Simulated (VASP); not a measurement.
PbSe:

```
CELL_PARAMETERS angstrom
0.07314 3.10748 3.10748
3.10748 0.07314 3.10748
3.10748 3.10748 0.07314
ATOMIC_POSITIONS crystal
Pb 0.00000 0.00000 0.00000
Se 0.50000 0.50000 0.50000
```

This cell differs from its parent crystal: epitaxial 111 strain -1.8%.

Base run:

| Quantity | Value |
| --- | --- |
| Program | VASP 6.6.1 |
| Functional | PBE |
| Potentials or basis | VASP PAW PBE potentials, release 64 (Pb_d, Se) |
| Cutoff | 520 eV |
| k mesh | 8 × 8 × 8 |
| Occupations | fermi-dirac, width 0.02 eV |
| Spin | no spin polarisation |

Its results: band gap on the k mesh 0.10 eV (least direct gap 0.30 eV); pressure 1.8 GPa.

**Question.** The run is repeated on the same cell with these changes: functional from PBE to r2SCAN. What comes out?

**Answer.** Band gap on the k mesh 0.37 eV (least direct gap 0.58 eV); pressure 0.9 GPa.

Caveats: spin-orbit coupling is left out, which moves the levels of the heavy elements; the PAW data sets were made with another functional, which shifts forces and pressure a little (at least some runs).

A k mesh can miss the band edges.
